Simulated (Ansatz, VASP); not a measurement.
## Ti3Zn: VASP beside Ansatz

```
Ti Zn
1.0
     3.90974    0.00000    0.00000
     0.00000    3.90974    0.00000
     0.00000    0.00000    3.90974
Ti Zn
3 1
Cartesian
  0.0000 1.9549 1.9549
  1.9549 0.0000 1.9549
  1.9549 1.9549 0.0000
  0.0000 0.0000 0.0000
```

Alike in both runs: functional LDA; k mesh 10 × 10 × 10; occupations gaussian, width 0.1 eV; no spin polarisation.

Ansatz relaxed the structure, and its values are those at the end. VASP's run is a single point on that final structure, the one shown.

```csv
,VASP,Ansatz
version,VASP 6.6.1,Ansatz 0.2.0
potentials or method,"VASP PAW LDA potentials, release 64 (Ti_sv, Zn), cutoff 520 eV","scalar-relativistic, plane waves, PAW"
valence electrons in the cell,48,48
```

|  | VASP | Ansatz | Ansatz less VASP |
| --- | --- | --- | --- |
| gap on the k mesh at the Fermi level (eV) | none | none | - |
| pressure (GPa) | 0.1 | 0.0 | -0.17 |

LDA's correlation is that of Perdew and Zunger in VASP and of Perdew and Wang (1992) in Ansatz. A gap of «none» marks a metal or a gap that the smearing closes.
